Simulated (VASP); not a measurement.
# I (Cmce) in VASP: notebook

The runs below take I through electric field gradients, with PBE.

Program: VASP 6.6.1. These are calculated values, not measurements. Logs are shortened: lines on timing, memory, paths and dates and some standing lists are left out, and cuts for length are marked.

### Step 1. The cell of the first run

It takes space group Cmce (No. 64, orthorhombic). Conventional cell: a = 7.255 Å, b = 4.795 Å, c = 9.780 Å, α = 90.00°, β = 90.00°, γ = 90.00°. Within 3.6 Å of I (site symmetry m) lie 3 I at 2.70 to 3.54 Å.

### Step 2. Electric field gradients, PBE

Input file INCAR:

```
PREC = Accurate ; ENCUT = 520
EDIFF = 1E-8 ; ISMEAR = -1
SIGMA = 0.02 ; LREAL = F
LASPH = T ; NELM = 100
ALGO = Normal ; ISIF = 2
LWAVE = F ; LCHARG = F
GGA = PE ; LEFG = T
NBANDS = 22
```

Input file KPOINTS:

```
Automatic mesh
0
Gamma
  6 6 3
```

Input file POSCAR:

```
I
1.0
    3.6275000000     -2.3975000000      0.0000000000
    3.6275000000      2.3975000000      0.0000000000
    0.0000000000      0.0000000000      9.7800000000
I
4
Direct
    0.8500000000      0.1500000000      0.1170000000
    0.6500000000      0.3500000000      0.6170000000
    0.1500000000      0.8500000000      0.8830000000
    0.3500000000      0.6500000000      0.3830000000
```

Potentials or basis: VASP PAW PBE potentials, release 64 (I).

Command:

```bash
> cat potpaw_PBE.64/I/POTCAR > POTCAR
> mpirun -np 1 vasp_std > vasp.out
```

OUTCAR:

```text
PREC = Accurate
   ENCUT = 520
   EDIFF = 1E-8
   ISMEAR = -1
   LREAL = F
   LASPH = T
   NELM = 100
   ISIF = 2
   GGA = PE

 ion  position               nearest neighbor table
   1  0.850  0.150  0.117-   3 2.70   4 3.54   4 3.54
   2  0.650  0.350  0.617-   4 2.70   3 3.54   3 3.54
   3  0.150  0.850  0.883-   1 2.70   2 3.54   2 3.54
   4  0.350  0.650  0.383-   2 2.70   1 3.54   1 3.54

  LATTYP: Found a base centered orthorhombic cell.
 ALAT       =     4.7950000000
 B/A-ratio  =     1.5130344108
 C/A-ratio  =     2.0396246090

  Lattice vectors:

 A1 = (  -3.6275000000,  -2.3975000000,   0.0000000000)
 A2 = (   3.6275000000,  -2.3975000000,   0.0000000000)
 A3 = (   0.0000000000,   0.0000000000,   9.7800000000)

Analysis of symmetry for initial positions (statically):
=====================================================================
 Subroutine PRICEL returns:
 Original cell was already a primitive cell.

 Routine SETGRP: Setting up the symmetry group for a
 base centered orthorhombic supercell.

 Subroutine GETGRP returns: Found  8 space group operations
 (whereof  4 operations were pure point group operations)
 out of a pool of  8 trial point group operations.

The static configuration has the point symmetry C_2h.
 The point group associated with its full space group is D_2h.

Analysis of symmetry for dynamics (positions and initial velocities):
=====================================================================
 Subroutine PRICEL returns:
 Original cell was already a primitive cell.

 Routine SETGRP: Setting up the symmetry group for a
 base centered orthorhombic supercell.

 Subroutine GETGRP returns: Found  8 space group operations
 (whereof  4 operations were pure point group operations)
 out of a pool of  8 trial point group operations.

The dynamic configuration has the point symmetry C_2h.
 The point group associated with its full space group is D_2h.

 Subroutine INISYM returns: Found  8 space group operations
 (whereof  4 operations are pure point group operations),
 and found     1 'primitive' translations

----------------------------------------------------------------------------------------

                                     Primitive cell

  volume of cell :     170.1120

  direct lattice vectors                    reciprocal lattice vectors
     3.627500000 -2.397500000  0.000000000     0.137835975 -0.208550574  0.000000000
     3.627500000  2.397500000  0.000000000     0.137835975  0.208550574  0.000000000
     0.000000000  0.000000000  9.780000000     0.000000000  0.000000000  0.102249489

  length of vectors
     4.348190716  4.348190716  9.780000000     0.249984195  0.249984195  0.102249489

  position of ions in fractional coordinates (direct lattice)
     0.850000000  0.150000000  0.117000000
     0.650000000  0.350000000  0.617000000
     0.150000000  0.850000000  0.883000000
     0.350000000  0.650000000  0.383000000

  ion indices of the primitive-cell ions
   primitive index   ion index
                 1           1
                 2           2
                 3           3
                 4           4

----------------------------------------------------------------------------------------

 KPOINTS: Automatic mesh

Automatic generation of k-mesh.
 Grid dimensions read from file:
 generate k-points for:    6    6    3

 Generating k-lattice:

  Cartesian coordinates                     Fractional coordinates (reciprocal lattice)
     0.022972663 -0.034758429  0.000000000     0.166666667  0.000000000  0.000000000
     0.022972663  0.034758429  0.000000000     0.000000000  0.166666667  0.000000000
     0.000000000  0.000000000  0.034083163     0.000000000  0.000000000  0.333333333

  Length of vectors
     0.041664033  0.041664033  0.034083163

  Shift w.r.t. Gamma in fractional coordinates (k-lattice)
     0.000000000  0.000000000  0.000000000

 Subroutine IBZKPT returns following result:
 ===========================================

 Found     26 irreducible k-points:

 Following reciprocal coordinates:
            Coordinates               Weight
  0.000000  0.000000  0.000000      1.000000
  0.166667  0.000000  0.000000      4.000000
  0.333333 -0.000000  0.000000      4.000000
  0.500000  0.000000  0.000000      2.000000
  0.166667  0.166667  0.000000      2.000000
  0.333333  0.166667  0.000000      4.000000
[... 16 lines left out ...]
  0.333333  0.333333  0.333333      4.000000
  0.500000  0.333333  0.333333      8.000000
 [... further k-points ...]
   k-points           NKPTS =     26   k-points in BZ     NKDIM =     26   number of bands    NBANDS=     22
   number of dos      NEDOS =    301   number of ions     NIONS =      4
   total plane-waves  NPLWV =  81920
   dimension x,y,z NGX =    32 NGY =   32 NGZ =   80
   dimension x,y,z NGXF=    64 NGYF=   64 NGZF=  160
   ions per type =               4
   NGX,Y,Z   is equivalent  to a cutoff of  12.23, 12.23, 13.60 a.u.
   NGXF,Y,Z  is equivalent  to a cutoff of  24.47, 24.47, 27.20 a.u.
 SYSTEM =  unknown system
   PREC   = accura    normal or accurate (medium, high low for compatibility)
   ISTART =      0    job   : 0-new  1-cont  2-samecut
   ICHARG =      2    charge: 1-file 2-atom 10-const
   ISPIN  =      1    spin polarized calculation?
   LNONCOLLINEAR =      F non collinear calculations
   LSORBIT =      F    spin-orbit coupling
   LASPH  =      T    aspherical Exc in radial PAW
   ENCUT  =  520.0 eV  38.22 Ry    6.18 a.u.   8.08  8.08 18.18*2*pi/ulx,y,z
   NELM   =    100;   NELMIN=  2; NELMDL= -5     # of ELM steps
   EDIFF  = 0.1E-07   stopping-criterion for ELM
   LREAL  =      F    real-space projection
   EDIFFG = 0.1E-06   stopping-criterion for IOM
   NSW    =      0    number of steps for IOM
   IBRION =     -1    ionic relax: 0-MD 1-quasi-New 2-CG
   NFREE  =      0    steps in history (QN), initial steepest desc. (CG)
   ISIF   =      2    stress and relaxation
   ISYM   =      2    0-nonsym 1-usesym 2-fastsym
   POTIM  = 0.5000    time-step for ionic-motion
   TEBEG  =    0.0;   TEEND  =   0.0 temperature during run
   PSTRESS=    0.0 pullay stress
   NELECT =      28.0000    total number of electrons
   NUPDOWN=      -1.0000    fix difference up-down
   EMIN   =  10.00;   EMAX   =-10.00  energy-range for DOS
   EFERMI =   0.00;   METHOD = LEGACY
   ISMEAR =    -1;   SIGMA  =   0.02  broadening in eV -4-tet -1-fermi 0-gaus
   EFERMI_NEDOS =   21; number of points for ismear=-14 and -15
   IALGO  =     38    algorithm
   IMIX   =      4    mixing-type and parameters
     AMIX     =   0.40;   BMIX     =  1.00
     AMIX_MAG =   1.60;   BMIX_MAG =  1.00
  volume/ion in A,a.u.               =      42.53       286.99
  Fermi-wavevector in a.u.,A,eV,Ry     =   0.897186  1.695436 10.951913  0.804943
  Thomas-Fermi vector in A             =   2.019739
   LORBIT       =      0    0 simple, 1 ext, 2 COOP (PROOUT), +10 PAW based schemes
   GGA     = PE    functional components
   LHFCALC =     F    Hartree Fock is set to
   AEXX    =    0.0000 exact exchange contribution
   IVDW    =     0    specifies the selected vdW correction
   LEPSILON=     F    determine dielectric tensor
   LRPA    =     F    only Hartree local field effects (RPA)
 non-spin polarized calculation
  energy-cutoff  :      520.00
  volume of cell :      170.11
 maximum number of plane-waves:      4606
   NGX = 17   NGY = 17   NGZ = 37

 number of electron      28.0000000 magnetization

 Free energy of the ion-electron system (eV)
  ---------------------------------------------------
  ext. energy  EPLUGINS =         0.00000000
  ---------------------------------------------------
  free energy    TOTEN  =        -5.92371959 eV

  energy without entropy =       -5.92371959  energy(sigma->0) =       -5.92371959

 E-fermi :   2.9180     XC(G=0):  -8.0331

 val. band max:        2.5081617529   @ k =   0.0000   0.0000   0.0000
 cond. band min:       3.7785678096   @ k =   0.5000   0.5000   0.0000
 fundamental gap:      1.2704060567
 Fermi energy:         2.9179530780

 k-point     1 :       0.0000    0.0000    0.0000
  band No.  band energies     occupation
      1     -10.9934      2.00000
      2     -10.5008      2.00000
      3      -9.0343      2.00000
      4      -8.0493      2.00000
      5      -1.9683      2.00000
      6      -0.6074      2.00000
[... 574 lines left out ...]
      6      -1.2973      2.00000
[... 14 lines left out ...]
     21       9.9609      0.00000
     22      10.5043      0.00000

 [... further k-points ...]
[... 5 lines left out ...]
  --------------------------------------------------------------------------------------
  -------------------------------------------------------------------------------------
  Total        1.3770915      1.0122273      2.0500069      0.0000000     -0.0000000      0.0000000
  in kB       12.9699557      9.5335304     19.3077212      0.0000000     -0.0000000      0.0000000
  external PRESSURE =      13.9370691 kB  Pullay stress =       0.0000000 kB

 VOLUME and BASIS-vectors are now :
 -----------------------------------------------------------------------------
  energy-cutoff  :      520.00
  volume of cell :      170.11
      direct lattice vectors                 reciprocal lattice vectors
     3.627500000 -2.397500000  0.000000000     0.137835975 -0.208550574  0.000000000
     3.627500000  2.397500000  0.000000000     0.137835975  0.208550574  0.000000000
     0.000000000  0.000000000  9.780000000     0.000000000  0.000000000  0.102249489

 POSITION                                       TOTAL-FORCE (eV/Angst)
 -----------------------------------------------------------------------------------
      3.62750     -1.67825      1.14426         0.000000      0.287538      0.550121
      3.62750     -0.71925      6.03426         0.000000     -0.287538      0.550121
      3.62750      1.67825      8.63574         0.000000     -0.287538     -0.550121
      3.62750      0.71925      3.74574         0.000000      0.287538     -0.550121
 -----------------------------------------------------------------------------------
    total drift:                                0.000000      0.000000      0.000000

  FREE ENERGIE OF THE ION-ELECTRON SYSTEM (eV)
  ---------------------------------------------------
  free  energy   TOTEN  =        -5.9237195885 eV

  energy  without entropy=       -5.9237195885  energy(sigma->0) =       -5.92371959

 Electric field gradients (V/A^2)
---------------------------------------------------------------------
 ion       V_xx      V_yy      V_zz      V_xy      V_xz      V_yz
---------------------------------------------------------------------
   1    -750.397    12.542   737.855     0.000     0.000   714.001
   2    -750.397    12.542   737.855     0.000    -0.000  -714.001
   3    -750.397    12.542   737.855     0.000     0.000   714.001
   4    -750.397    12.542   737.855     0.000    -0.000  -714.001
---------------------------------------------------------------------

 Electric field gradients after diagonalization (V/A^2)
 (convention: |V_zz| > |V_xx| > |V_yy|)
----------------------------------------------------------------------
 ion       V_xx      V_yy      V_zz     asymmetry (V_yy - V_xx)/ V_zz
----------------------------------------------------------------------
   1    -750.397  -425.624  1176.021       0.276
   2    -750.397  -425.624  1176.021       0.276
   3    -750.397  -425.624  1176.021       0.276
   4    -750.397  -425.624  1176.021       0.276
----------------------------------------------------------------------

           NMR quadrupolar parameters

 Cq : quadrupolar parameter    Cq=e*Q*V_zz/h
 eta: asymmetry parameters     (V_yy - V_xx)/ V_zz
 Q  : nuclear electric quadrupole moment in mb (millibarn)
----------------------------------------------------------------------
 ion       Cq(MHz)       eta       Q (mb)
----------------------------------------------------------------------
   1       2.844       0.276       1.000
   2       2.844       0.276       1.000
   3       2.844       0.276       1.000
   4       2.844       0.276       1.000
----------------------------------------------------------------------
```

It took 2.1 min on 1 thread of AMD EPYC 7R13 (Zen 3), shared host; peak memory 0.26 GiB.

Results:

* Free energy: -5.9237 eV
* Pressure: 1.4 GPa
* Largest force: 0.621 eV/Å
* Band gap on the k mesh: 1.27 eV, indirect (least direct gap 1.37 eV)

Forces in eV/Å, atoms in the order of the input:
```
I    0.000  0.288  0.550
I    0.000 -0.288  0.550
I    0.000 -0.288 -0.550
I    0.000  0.288 -0.550
```

Electric field gradients, principal values (V/Å²):
```csv
atom,least,middle,greatest (by size)
1 I,-425.624,-750.397,1176.021
2 I,-425.624,-750.397,1176.021
3 I,-425.624,-750.397,1176.021
4 I,-425.624,-750.397,1176.021
```

Caveat: without QUAD_EFG the Cq values of the log hold for a quadrupole moment of 1 mb, not for the nuclei; spin-orbit coupling is left out, which moves the levels of the heavy elements.

### Step 3. Electric field gradients, PBE

Input file INCAR:

```
SYSTEM = I
PREC = Accurate
ENCUT = 520
EDIFF = 1E-8
ISMEAR = -1
SIGMA = 0.02
LREAL = .False.
LASPH = .True.
NELM = 80
ALGO = Normal
ISIF = 2
LWAVE = .False.
LCHARG = .False.
GGA = PE
LEFG = .True.
NBANDS = 22
```

Input file KPOINTS:

```
Automatic mesh
0
Gamma
  6 6 3
  0 0 0
```

POSCAR is that of step 2.

Potentials or basis: VASP PAW PBE potentials, release 64 (I).

Command:

```bash
> cat potpaw_PBE.64/I/POTCAR > POTCAR
> mpirun -np 1 vasp_std > vasp.out
```

OUTCAR:

```text
SYSTEM = I
   PREC = Accurate
   ENCUT = 520
   EDIFF = 1E-8
   ISMEAR = -1
   LREAL = .False.
   LASPH = .True.
   NELM = 80
   ISIF = 2
   GGA = PE

 ion  position               nearest neighbor table
   1  0.850  0.150  0.117-   3 2.70   4 3.54   4 3.54
   2  0.650  0.350  0.617-   4 2.70   3 3.54   3 3.54
   3  0.150  0.850  0.883-   1 2.70   2 3.54   2 3.54
   4  0.350  0.650  0.383-   2 2.70   1 3.54   1 3.54

  LATTYP: Found a base centered orthorhombic cell.
 ALAT       =     4.7950000000
 B/A-ratio  =     1.5130344108
 C/A-ratio  =     2.0396246090

  Lattice vectors:
[... 829 lines left out ...]
 ion       V_xx      V_yy      V_zz      V_xy      V_xz      V_yz
---------------------------------------------------------------------
   1    -750.397    12.542   737.855     0.000     0.000   714.001
   2    -750.397    12.542   737.855     0.000    -0.000  -714.001
   3    -750.397    12.542   737.855     0.000     0.000   714.001
   4    -750.397    12.542   737.855     0.000    -0.000  -714.001
---------------------------------------------------------------------

 Electric field gradients after diagonalization (V/A^2)
 (convention: |V_zz| > |V_xx| > |V_yy|)
----------------------------------------------------------------------
 ion       V_xx      V_yy      V_zz     asymmetry (V_yy - V_xx)/ V_zz
----------------------------------------------------------------------
   1    -750.397  -425.624  1176.021       0.276
   2    -750.397  -425.624  1176.021       0.276
   3    -750.397  -425.624  1176.021       0.276
   4    -750.397  -425.624  1176.021       0.276
----------------------------------------------------------------------

           NMR quadrupolar parameters

 Cq : quadrupolar parameter    Cq=e*Q*V_zz/h
 eta: asymmetry parameters     (V_yy - V_xx)/ V_zz
 Q  : nuclear electric quadrupole moment in mb (millibarn)
----------------------------------------------------------------------
 ion       Cq(MHz)       eta       Q (mb)
----------------------------------------------------------------------
   1       2.844       0.276       1.000
   2       2.844       0.276       1.000
   3       2.844       0.276       1.000
   4       2.844       0.276       1.000
----------------------------------------------------------------------
```

stdout:

```text
POSCAR found type information on POSCAR I
 POSCAR found :  1 types and       4 ions
 scaLAPACK will be used
 LDA part: xc-table for (Slater+PW92), standard interpolation
 POSCAR, INCAR and KPOINTS ok, starting setup
 FFT: planning ... GRIDC
 FFT: planning ... GRID_SOFT
 FFT: planning ... GRID
 WAVECAR not read
 entering main loop
ion   1

ion   2

ion   3

ion   4
```

Run time: 2.3 min. Hardware: 1 thread of AMD EPYC 7R13 (Zen 3), shared host; peak memory 0.26 GiB.

What came out:

| Item | Value |
| --- | --- |
| Free energy | -5.9237 eV |
| Pressure | 1.4 GPa |
| Largest force | 0.621 eV/Å |
| Band gap on the k mesh | 1.27 eV, indirect (least direct gap 1.37 eV) |

Forces in eV/Å, atoms in the order of the input:
```
I    0.000  0.288  0.550
I    0.000 -0.288  0.550
I    0.000 -0.288 -0.550
I    0.000  0.288 -0.550
```

Stress tensor (GPa, compression positive):
```
1.30 0.00 0.00
0.00 0.95 0.00
0.00 0.00 1.93
```

Electric field gradients, principal values (V/Å²):
```
atom     least    middle  greatest (by size)
 1 I  -425.624  -750.397            1176.021
 2 I  -425.624  -750.397            1176.021
 3 I  -425.624  -750.397            1176.021
 4 I  -425.624  -750.397            1176.021
```

Caveat: without QUAD_EFG the Cq values of the log hold for a quadrupole moment of 1 mb, not for the nuclei; spin-orbit coupling is left out, which moves the levels of the heavy elements. A k mesh can miss the band edges.
